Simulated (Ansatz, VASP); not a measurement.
This is a calculation of AlN for Ansatz 0.2.0.

The input input.yaml:

```yaml
crystal:
  lattice:
    - [0.0, 2.034518, 2.034518]
    - [2.034518, 0.0, 2.034518]
    - [2.034518, 2.034518, 0.0]
  atoms:
    - { symbol: Al, position: [0.5, 0.5, 0.5] }
    - { symbol: "N", position: [0.0, 0.0, 0.0] }
hamiltonian:
  xc: pbe
  pseudopotentials: { kind: paw }
kpoints:
  mp_grid: { grid: [11, 11, 11] }
scf:
  occupations: { method: gaussian, width: 0.019 }
output:
  forces: true
  stress: true
  eigenvalues: true
```

Potentials or basis: Ansatz PAW.

The run is started by

```sh
$ ansatz run input.yaml --threads 2 --pin off --max-ram 5632MiB --backend cpu --events-out ev --progress --plain --runs-dir out
```

Question: Translate it to VASP 6.6.1. Potentials there: VASP PAW PBE potentials, release 64 (Al, N).

Answer: As run (the cutoff follows the program's own potentials):

The input INCAR:

```
SYSTEM = AlN
PREC     = Accurate       ! precision mode
ENCUT    = 600            ! plane-wave cutoff, eV
EDIFF    = 1E-6           ! SCF threshold, eV
ISMEAR   = 0              ! smearing method
SIGMA    = 0.019000000000000003 ! smearing width, eV
LREAL    = .False.        ! projectors in reciprocal space
LASPH    = .True.         ! aspherical terms in the spheres
NELM     = 120            ! most SCF steps
ALGO     = Normal         ! electronic algorithm
ISIF     = 2              ! what is computed and relaxed
LWAVE    = .False.        ! write WAVECAR
LCHARG   = .False.        ! write CHGCAR
GGA      = PE             ! functional
NBANDS   = 11             ! bands
GGA_COMPAT= .False.
```

Contents of KPOINTS:

```
regular mesh
0
Gamma
  11 11 11
  0 0 0
```

POSCAR

```
AlN
1.0
    0.0000000000      2.0345180000      2.0345180000
    2.0345180000      0.0000000000      2.0345180000
    2.0345180000      2.0345180000      0.0000000000
Al N
1 1
Direct
    0.5000000000      0.5000000000      0.5000000000
    0.0000000000      0.0000000000      0.0000000000
```

Potentials or basis: VASP PAW PBE potentials, release 64 (Al, N).

The run is started by

```console
$ cat potpaw_PBE.64/Al/POTCAR potpaw_PBE.64/N/POTCAR > POTCAR
$ mpirun -np 1 vasp_std > vasp.out
```

Both were run:

|  | VASP | Ansatz | Ansatz less VASP |
| --- | --- | --- | --- |
| gap on the k mesh at the Fermi level (eV) | 4.55 | 4.58 | +0.022 |
| least direct gap on the mesh (eV) | 5.41 | 5.40 | -0.011 |
| pressure (GPa) | -0.1 | 0.3 | +0.43 |

Noted on Ansatz's run: odd divisions of the mesh miss points on the zone boundary, where band edges often lie, so the gap on the mesh can be too wide.
